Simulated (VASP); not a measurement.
# TaN (P-62m) in VASP: a series of runs, part 2 of 2

VASP 6.6.1. Earlier steps stand in the parts before.

## (4) Relaxation of cell and atoms, BLYP+D4

This run uses another cell than the first one, of 11.34 Å³/atom, 1.031 times its volume.

File INCAR:

```
SYSTEM = TaN
  PREC = Accurate
  ENCUT = 600
  EDIFF = 1E-6
  ISMEAR = -1
  SIGMA = 0.05
  LREAL = .FALSE.
  LASPH = .TRUE.
  NELM = 60
  ALGO = Normal
  ISIF = 3
  LWAVE = .FALSE.
  LCHARG = .FALSE.
  GGA = B5
  ALDAX = 1.0
  AGGAX = 1.0
  AGGAC = 1.0
  ALDAC = 0.0
  IVDW = 13
  VDW_S6 = 1.0
  VDW_S8 = 2.34076671
  VDW_A1 = 0.44488865
  VDW_A2 = 4.0933009
  IBRION = 2
  NSW = 60
  EDIFFG = -0.01
```

File KPOINTS:

```
regular mesh
0
G
  6 6 9
  0 0 0
```

File POSCAR:

```
TaN
1.0
    5.1960000000      0.0000000000      0.0000000000
   -2.5980000000      4.4998679981      0.0000000000
    0.0000000000      0.0000000000      2.9110000000
Ta N
3 3
Direct
    0.0000000000      0.0000000000      0.0000000000
    0.6666666667      0.3333333333      0.5000000000
    0.3333333333      0.6666666667      0.5000000000
    0.0000000000      0.3928500000      0.0000000000
    0.6071500000      0.6071500000      0.0000000000
    0.3928500000      0.0000000000      0.0000000000
```

Potentials or basis: VASP PAW PBE potentials, release 64 (Ta_pv, N).

Started as:

```bash
> cat potpaw_PBE.64/Ta_pv/POTCAR potpaw_PBE.64/N/POTCAR > POTCAR
> mpirun -np 1 vasp_std > vasp.out
```

OUTCAR:

```text
SYSTEM = TaN
   PREC = Accurate
   ENCUT = 600
   EDIFF = 1E-6
   ISMEAR = -1
   LREAL = .FALSE.
   LASPH = .TRUE.
   NELM = 60
   ISIF = 3
   GGA = B5
   IVDW = 13
   IBRION = 2
   NSW = 60
   EDIFFG = -0.01

 ion  position               nearest neighbor table
   1  0.000  0.000  0.000-   6 2.04   5 2.04   4 2.04   3 3.33   2 3.33   2 3.33   3 3.33   2 3.33
                             2 3.33   3 3.33   3 3.33   2 3.33   2 3.33   3 3.33   3 3.33
   2  0.667  0.333  0.500-   4 2.16   4 2.16   6 2.16   6 2.16   5 2.16   5 2.16   3 3.00   3 3.00
                             3 3.00   1 3.33   1 3.33   1 3.33   1 3.33   1 3.33   1 3.33
   3  0.333  0.667  0.500-   6 2.16   6 2.16   4 2.16   4 2.16   5 2.16   5 2.16   2 3.00   2 3.00
                             2 3.00   1 3.33   1 3.33   1 3.33   1 3.33   1 3.33   1 3.33
   4  0.000  0.393  0.000-   1 2.04   2 2.16   2 2.16   3 2.16   3 2.16
   5  0.607  0.607  0.000-   1 2.04   3 2.16   3 2.16   2 2.16   2 2.16
   6  0.393  0.000  0.000-   1 2.04   3 2.16   3 2.16   2 2.16   2 2.16

  LATTYP: Found a hexagonal cell.
 ALAT       =     5.1960000000
 C/A-ratio  =     0.5602386451

  Lattice vectors:

 A1 = (   5.1960000000,   0.0000000000,   0.0000000000)
 A2 = (  -2.5980000000,   4.4998679981,   0.0000000000)
 A3 = (   0.0000000000,   0.0000000000,   2.9110000000)

Analysis of symmetry for initial positions (statically):
=====================================================================
 Subroutine PRICEL returns:
 Original cell was already a primitive cell.

 Routine SETGRP: Setting up the symmetry group for a
 hexagonal supercell.

 Subroutine GETGRP returns: Found 12 space group operations
 (whereof 12 operations were pure point group operations)
 out of a pool of 24 trial point group operations.

The static configuration has the point symmetry D_3h.

Analysis of symmetry for dynamics (positions and initial velocities):
=====================================================================
 Subroutine PRICEL returns:
 Original cell was already a primitive cell.

 Routine SETGRP: Setting up the symmetry group for a
 hexagonal supercell.

 Subroutine GETGRP returns: Found 12 space group operations
 (whereof 12 operations were pure point group operations)
 out of a pool of 24 trial point group operations.

The dynamic configuration has the point symmetry D_3h.

 Subroutine INISYM returns: Found 12 space group operations
 (whereof 12 operations are pure point group operations),
[... 113 lines left out ...]
   TEBEG  =    0.0;   TEEND  =   0.0 temperature during run
   PSTRESS=    0.0 pullay stress
   NELECT =      48.0000    total number of electrons
   NUPDOWN=      -1.0000    fix difference up-down
   EMIN   =  10.00;   EMAX   =-10.00  energy-range for DOS
   EFERMI =   0.00;   METHOD = LEGACY
   ISMEAR =    -1;   SIGMA  =   0.05  broadening in eV -4-tet -1-fermi 0-gaus
   EFERMI_NEDOS =   21; number of points for ismear=-14 and -15
   IALGO  =     38    algorithm
   IMIX   =      4    mixing-type and parameters
     AMIX     =   0.40;   BMIX     =  1.00
     AMIX_MAG =   1.60;   BMIX_MAG =  1.00
  volume/ion in A,a.u.               =      11.34        76.55
  Fermi-wavevector in a.u.,A,eV,Ry     =   1.457197  2.753703 28.890916  2.123422
  Thomas-Fermi vector in A             =   2.574026
   LORBIT       =      0    0 simple, 1 ext, 2 COOP (PROOUT), +10 PAW based schemes
   GGA     = B5    functional components
   LHFCALC =     F    Hartree Fock is set to
   AEXX    =    0.0000 exact exchange contribution
   IVDW    =    13    specifies the selected vdW correction
   LEPSILON=     F    determine dielectric tensor
   LRPA    =     F    only Hartree local field effects (RPA)
 conjugate gradient relaxation of ions
 non-spin polarized calculation
  energy-cutoff  :      600.00
  volume of cell :       68.06
 maximum number of plane-waves:      2304
 NGX is ok and might be reduce to    42
   NGX = 21   NGY = 21   NGZ = 11

--------------------------------------- Ionic step        1  -------------------------------------------

 number of electron      48.0000003 magnetization

 Free energy of the ion-electron system (eV)
  ---------------------------------------------------
  ext. energy  EPLUGINS =         0.00000000
  ---------------------------------------------------
  free energy    TOTEN  =       -61.58127815 eV

  energy without entropy =      -61.57449668  energy(sigma->0) =      -61.57788741

------------------------ aborting loop because EDIFF is reached ----------------------------------------

  DFT-D4 for vdW energy calculation

  Edisp (eV):   -3.39218
[... 343 lines left out ...]
--------------------------------------- Ionic step        9  -------------------------------------------

 number of electron      47.9999999 magnetization

 Free energy of the ion-electron system (eV)
  ---------------------------------------------------
  ext. energy  EPLUGINS =         0.00000000
  ---------------------------------------------------
  free energy    TOTEN  =       -61.72566900 eV

  energy without entropy =      -61.71880135  energy(sigma->0) =      -61.72223517

 E-fermi :   8.5332     XC(G=0): -12.1909

 val. band max:        8.5242026857   @ k =   0.1667   0.0000   0.2222
 cond. band min:       8.5743987740   @ k =   0.1667   0.0000   0.3333
 fundamental gap:      0.0501960884
 Fermi energy:         8.5331550659

 k-point     1 :       0.0000    0.0000    0.0000
  band No.  band energies     occupation
      1     -27.5955      2.00000
      2     -27.5955      2.00000
      3     -27.2678      2.00000
      4     -27.2678      2.00000
      5     -27.1019      2.00000
      6     -27.0081      2.00000
[... 733 lines left out ...]
     27      10.6048      0.00000
     28      10.7411      0.00000

 [... further k-points ...]

------------------------ aborting loop because EDIFF is reached ----------------------------------------

  DFT-D4 for vdW energy calculation

  Edisp (eV):   -3.29317
[... 29 lines left out ...]
  FREE ENERGIE OF THE ION-ELECTRON SYSTEM (eV)
  ---------------------------------------------------
  free  energy   TOTEN  =       -65.0188418398 eV

  energy  without entropy=      -65.0119741909  energy(sigma->0) =      -65.01540802

 reached required accuracy - stopping structural energy minimisation
```

CONTCAR:

```text
TaN
   1.00000000000000
     5.2530292879201452    0.0000000000000000    0.0000000000000000
    -2.6265146439600726    4.5492568101997728   -0.0000000000000000
     0.0000000000000000   -0.0000000000000000    2.9232555062650896
  Ta              N
     3     3
Direct
     0.0000000000000000    0.0000000000000000    0.0000000000000000
     0.6666666667000030    0.3333333332999970    0.5000000000000000
     0.3333333332999970    0.6666666667000030    0.5000000000000000
     0.0000000000000000    0.3910932911428660    0.0000000000000000
     0.6089067088571339    0.6089067088571339    0.0000000000000000
     0.3910932911428661    0.0000000000000000    0.0000000000000000

  0.00000000E+00  0.00000000E+00  0.00000000E+00
  0.00000000E+00  0.00000000E+00  0.00000000E+00
  0.00000000E+00  0.00000000E+00  0.00000000E+00
  0.00000000E+00  0.00000000E+00  0.00000000E+00
  0.00000000E+00  0.00000000E+00  0.00000000E+00
  0.00000000E+00  0.00000000E+00  0.00000000E+00
```

Run time: 6.4 min. Hardware: 1 thread of AMD EPYC 9R45 (Zen 5), shared host; peak memory 0.22 GiB.

What came out:

* Free energy: -65.0188 eV
* Relaxed volume: 11.64 Å³/atom
* Relaxed cell: a = 5.253 Å, b = 5.253 Å, c = 2.923 Å, α = 90.00°, β = 90.00°, γ = 120.00°
* Space group after relaxing (to 0.05 Å): P-62m (No. 189)
* Energy gained by relaxing: 7.6 meV/atom
* Ionic steps: 9
* Pressure after relaxing: 0.0 GPa
* Band gap on the k mesh: zero (band 24 reaches 10.27 eV, above the bottom of band 25 at 7.22 eV)
* Dispersion energy per atom: -0.549 eV

The path:
```csv
step,energy change (eV),largest force (eV/Å),pressure (GPa),volume (Å³)
1,0.0000,0.0325,7.98,68.06
2,0.1504,0.3397,-14.89,73.78
3,-0.0426,0.1399,-0.23,69.84
4,-0.0426,0.1379,-0.08,69.80
5,-0.0451,0.0545,0.05,69.83
6,-0.0452,0.0357,0.06,69.83
7,-0.0452,0.0393,0.05,69.83
8,-0.0454,0.0129,-0.05,69.87
9,-0.0454,0.0003,-0.01,69.86
```

Final structure:
```
Ta N
1.0
     5.25303    0.00000    0.00000
    -2.62651    4.54926    0.00000
     0.00000    0.00000    2.92326
Ta N
3 3
Direct
  0.00000 0.00000 0.00000
  0.66667 0.33333 0.50000
  0.33333 0.66667 0.50000
  0.00000 0.39109 0.00000
  0.60891 0.60891 0.00000
  0.39109 0.00000 0.00000
```

Caveat: the PAW data sets were made with another functional, which shifts forces and pressure a little; spin-orbit coupling is left out, which moves the levels of the heavy elements; pairwise dispersion overbinds metals, which lowers pressure and volume. Zero-point motion and thermal expansion aren't in these numbers.

## (5) Relaxation of cell and atoms, revPBE+D3(BJ)

This run uses another cell than the first one, of 11.34 Å³/atom, 1.031 times its volume.

File INCAR:

```
SYSTEM = TaN
  ALGO = Normal
  EDIFF = 1E-6
  EDIFFG = -0.01
  ENCUT = 600
  GGA = RE
  IBRION = 2
  ISIF = 3
  ISMEAR = -1
  IVDW = 12
  LASPH = .True.
  LCHARG = .False.
  LREAL = .False.
  LWAVE = .False.
  NELM = 100
  NSW = 60
  PREC = Accurate
  SIGMA = 0.05
```

File KPOINTS:

```
k-points
0
Gamma
  6 6 9
  0 0 0
```

POSCAR is that of step 4.

Started as:

```bash
> cat potpaw_PBE.64/Ta_pv/POTCAR potpaw_PBE.64/N/POTCAR > POTCAR
> mpirun -np 1 vasp_std > vasp.out
```

It took 3.2 min on 1 thread of AMD EPYC 9R45 (Zen 5), shared host; peak memory 0.22 GiB.

The run converged. Its results:

```yaml
Free_energy: -69.8589 eV
Relaxed_volume: 11.22 Å³/atom
Relaxed_cell: a = 5.178 Å, b = 5.178 Å, c = 2.900 Å, α = 90.00°, β = 90.00°, γ = 120.00°
Space_group_after_relaxing_to_0.05_Å: P-62m (No. 189)
Energy_gained_by_relaxing: 1.4 meV/atom
Ionic_steps: 8
Pressure_after_relaxing: -0.1 GPa
Band_gap_on_the_k_mesh: zero (band 24 reaches 10.28 eV, above the bottom of band 25 at 7.19 eV)
Dispersion_energy_per_atom: -0.829 eV
```

Step by step:
```
step  energy change (eV)  largest force (eV/Å)  pressure (GPa)  volume (Å³)
   1              0.0000                0.0639           -3.40        68.06
   2              0.0339                0.1385            8.59        65.72
   3             -0.0079                0.0882            0.01        67.34
   4             -0.0079                0.0883            0.13        67.32
   5             -0.0085                0.0099            0.09        67.31
   6             -0.0085                0.0030            0.07        67.31
   7             -0.0085                0.0005           -0.17        67.35
   8             -0.0085                0.0011           -0.07        67.34
```

Final structure:
```xyz
6
Lattice="5.1779 0.0000 0.0000 -2.5889 4.4842 0.0000 0.0000 0.0000 2.9001" Properties=species:S:1:pos:R:3 pbc="T T T"
Ta    0.0000    0.0000    0.0000
Ta    2.5889    1.4947    1.4501
Ta    0.0000    2.9894    1.4501
N    -1.0197    1.7662    0.0000
N     1.5692    2.7180    0.0000
N     2.0394    0.0000    2.9001
```

Levels at points of the mesh, in eV from the Fermi level:
```csv
k point,band 22,band 23,band 24,band 25,band 26,band 27
"(0.00, 0.00, 0.00)",-3.34,-1.90,-0.90,-0.90,0.64,0.64
"(0.50, 0.00, 0.00)",-3.89,-2.83,-2.61,1.27,1.87,1.97
```

Caveat: the PAW data sets were made with another functional, which shifts forces and pressure a little; spin-orbit coupling is left out, which moves the levels of the heavy elements; pairwise dispersion overbinds metals, which lowers pressure and volume.

## (6) The runs side by side

```csv
task,level,potentials or basis,cell,second run,gap on the mesh (eV),pressure (GPa),relaxed volume (Å³/atom)
single point,PBEsol+D3(BJ),"VASP PAW PBE potentials, release 64 (Ta_sv_GW, N)","a = 5.145, b = 5.145, c = 2.879 Å, angles 90.0, 90.0, 120.0°, 6 atoms",valence_matched,none,0.1,-
relaxation of cell and atoms,BLYP+D3(BJ),"VASP PAW PBE potentials, release 64 (Ta_pv, N)","relaxed from a = 5.196, b = 5.196, c = 2.911 Å, angles 90.0, 90.0, 120.0°, 6 atoms",-,none,0.0,11.41
relaxation of cell and atoms,BLYP+D4,"VASP PAW PBE potentials, release 64 (Ta_pv, N)","relaxed from a = 5.196, b = 5.196, c = 2.911 Å, angles 90.0, 90.0, 120.0°, 6 atoms",-,none,0.0,11.64
relaxation of cell and atoms,revPBE+D3(BJ),"VASP PAW PBE potentials, release 64 (Ta_pv, N)","relaxed from a = 5.196, b = 5.196, c = 2.911 Å, angles 90.0, 90.0, 120.0°, 6 atoms",-,none,-0.1,11.22
```

Alike in all rows: no spin polarisation; k mesh 6 × 6 × 9; cutoff (eV) 600; smearing fermi-dirac 0.05 eV.

Caveats: the PAW data sets were made with another functional, which shifts forces and pressure a little; spin-orbit coupling is left out, which moves the levels of the heavy elements; pairwise dispersion overbinds metals, which lowers pressure and volume.

Absolute energies hang on the potentials; compare differences alone.
